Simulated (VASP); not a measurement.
Runs of VASP 6.6.1 on YGe. The structure is orthorhombic, space group Cmcm (No. 63). The conventional cell has a = 4.283 Å, b = 10.724 Å, c = 3.955 Å, α = 90.00°, β = 90.00°, γ = 90.00°. Y (site symmetry m2m) has 7 Ge at 2.97 to 3.21 Å and 8 Y at 3.57 to 3.95 Å within 4.0 Å. Within 3.5 Å of Ge (site symmetry m2m) lie 2 Ge at 2.68 Å and 7 Y at 2.97 to 3.21 Å. 

```csv
smearing,gap on the mesh (eV),pressure (GPa),largest force (eV/Å)
gaussian 0.025 eV,none,-4.7,0.07
gaussian 0.1 eV,none,-4.8,0.08
gaussian 0.05 eV,none,-4.7,0.07
gaussian 0.25 eV,none,(a),0.08
gaussian 0.15 eV,none,-4.7,0.08
```

Alike in all rows: task single point; level LDA; potentials or basis VASP PAW LDA potentials, release 64 (Y_sv, Ge_d); no spin polarisation; cell as given; k mesh 7 × 7 × 7; cutoff (eV) 520.

**Question.** Fill in the values left out.

**Answer.** (a) -4.6.

Caveats: the cell stands under tension.

A k mesh can miss the band edges, and the runs leave out spin-orbit coupling on Ge, Y.

A gap of «none» marks levels without a gap at the run's occupations.
